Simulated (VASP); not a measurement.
Input of a VASP 6.6.1 run:

INCAR

```
SYSTEM = Se
  ALGO = Normal
  EDIFF = 1E-7
  ENCUT = 520
  ISIF = 2
  ISMEAR = 1
  LASPH = .TRUE.
  LCHARG = .FALSE.
  LREAL = .FALSE.
  LWAVE = .FALSE.
  NBANDS = 16
  NELM = 60
  PREC = Accurate
  SIGMA = 0.6
```

The input KPOINTS:

```
k-points
0
G
  9 9 6
  0 0 0
```

File POSCAR:

```
Se
1.0
    3.9534579885      0.0000000000      0.0000000000
   -1.9767289943      3.4237950508      0.0000000000
    0.0000000000      0.0000000000      5.1205317866
Se
3
Direct
    0.2543546533      1.0000000000      0.3333333333
    1.0000000000      0.2543546533      0.6666666667
    0.7456453467      0.7456453467      1.0000000000
```

Potentials or basis: VASP PAW LDA potentials, release 64 (Se).

Launch:

```sh
$ cat potpaw_LDA.64/Se/POTCAR > POTCAR
$ mpirun -np 1 vasp_std > vasp.out
```

(1) Estimate the pressure.

(2) Estimate the largest force.

Results:

(1) 0.1 GPa.

(2) 0.035 eV/Å.
